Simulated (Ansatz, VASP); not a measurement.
# One calculation of InSb3, two programs

```
CELL_PARAMETERS angstrom
4.67527 0.00000 0.00000
0.00000 4.67527 0.00000
0.00000 0.00000 4.96748
ATOMIC_POSITIONS crystal
In 0.00000 0.00000 0.00000
Sb 0.50000 0.00000 0.50000
Sb 0.00000 0.50000 0.50000
Sb 0.50000 0.50000 0.00000
```

Alike in both runs: task single point; functional PBE; k mesh 10 × 10 × 10; occupations gaussian, width 0.15 eV; no spin polarisation.

|  | VASP | Ansatz |
| --- | --- | --- |
| version | VASP 6.6.1 | Ansatz 0.2.0 |
| potentials or method | VASP PAW PBE potentials, release 64 (In_d, Sb), cutoff 520 eV | scalar-relativistic, plane waves, PAW |
| valence electrons in the cell | 28 | 58 |

|  | VASP | Ansatz | Ansatz less VASP |
| --- | --- | --- | --- |
| gap on the k mesh at the Fermi level (eV) | none | none | - |
| pressure (GPa) | 1.4 | 1.5 | +0.09 |
| traceless stress, the component that is largest in VASP (GPa) | -0.14 | -0.14 | +0.005 |

A gap of «none» marks a metal or a gap that the smearing closes. VASP's potentials hold 28 valence electrons a cell and Ansatz's 58, so a difference there can come from the potentials and not from the codes.

Spin-orbit coupling is off throughout.
